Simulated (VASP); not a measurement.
Write the native input for VASP 6.6.1 that does the following.

```
Task                   : single point
Functional             : PBE
Potentials or basis    : VASP PAW PBE potentials, release 64 (C, Hf_pv)
Cutoff                 : 520 eV
k mesh                 : 4 × 4 × 3
Occupations            : methfessel-paxton, width 0.15 eV
Spin                   : no spin polarisation
Dipole correction      : no
Further INCAR settings : ALGO = Normal; EDIFF = 1e-06; NBANDS = 22
```

The structure of HfC lies in POSCAR:

```
HfC
1.0
   -2.3260450000      0.0072320000      2.3291310000
    2.3297950000     -0.0021200000      2.3328810000
   -0.0093510000      4.6327430000      0.0051120000
C Hf
2 2
Direct
   -0.0120859492      0.0116477729      1.0038910207
    0.5198011562      0.4980197346      0.4965251903
    0.9923165616     -0.0030276958      0.5015627130
    0.4982001636      0.5024289777      0.0063651633
```

The input as run:

INCAR

```
SYSTEM = HfC
PREC     = Accurate       ! precision mode
ENCUT    = 520            ! plane-wave cutoff, eV
EDIFF    = 1E-6           ! SCF threshold, eV
ISMEAR   = 1              ! smearing method
SIGMA    = 0.15           ! smearing width, eV
LREAL    = .FALSE.        ! projectors in reciprocal space
LASPH    = .TRUE.         ! aspherical terms in the spheres
NELM     = 120            ! most SCF steps
ALGO     = Normal         ! electronic algorithm
ISIF     = 2              ! what is computed and relaxed
LWAVE    = .FALSE.        ! write WAVECAR
LCHARG   = .TRUE.         ! write CHGCAR
GGA      = PE             ! functional
LELF     = .TRUE.         ! ELF
LVHAR    = .TRUE.       
NBANDS   = 22             ! bands
GGA_COMPAT= .FALSE.
```

KPOINTS

```
regular mesh
0
G
  4 4 3
  0 0 0
```

Potentials or basis: VASP PAW PBE potentials, release 64 (C, Hf_pv).

Launch:

```bash
$ cat potpaw_PBE.64/C/POTCAR potpaw_PBE.64/Hf_pv/POTCAR > POTCAR
$ mpirun -np 1 vasp_std > vasp.out
```

Results of the run:

| Property | Result |
| --- | --- |
| Pressure | -0.6 GPa |
| Largest force | 0.764 eV/Å |
| Band gap on the k mesh | zero (bands 14 and 15 overlap by 1.24 eV) |

Caveat: the k points lie up to 0.48 Å⁻¹ apart, too coarse for converged energies and pressures of a metal; spin-orbit coupling is left out, which moves the levels of the heavy elements.

Wall time 38 s on 1 thread of Intel Xeon 8259CL, on a shared host, peak memory 0.17 GiB.
